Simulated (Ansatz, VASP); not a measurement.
**Re in VASP and in Ansatz**

```
Re
1.0
     4.34138    0.00000    0.00000
    -2.17069    3.75975    0.00000
     0.00000    0.00000    2.71778
Re
3
Direct
  0.00000 0.00000 0.00000
  0.33333 0.66667 0.50000
  0.66667 0.33333 0.50000
```

Alike in both runs: functional PBEsol; k mesh 8 × 8 × 12; occupations fermi-dirac, width 0.1 eV; no spin polarisation.

Ansatz relaxed the structure, and its values are those at the end. VASP's run is a single point on that final structure, the one shown.

```csv
,VASP,Ansatz
version,VASP 6.6.1,Ansatz 0.2.0
potentials or method,"VASP PAW PBE potentials, release 64 (Re), cutoff 520 eV","plane waves (420 eV) with PAW, scalar-relativistic"
valence electrons in the cell,21,45
```

VASP gave:

| Item | Value |
| --- | --- |
| pressure (GPa) | -0.3 |

**Question.** What did Ansatz give for the same quantities?

**Answer.** Pressure (GPa): 0.0.

VASP's potentials were made for PBE, not for PBEsol, and Ansatz warns of the same on its side. VASP's potentials hold 21 valence electrons a cell and Ansatz's 45, so a difference there can come from the potentials and not from the codes.

Neither program's run includes spin-orbit coupling.
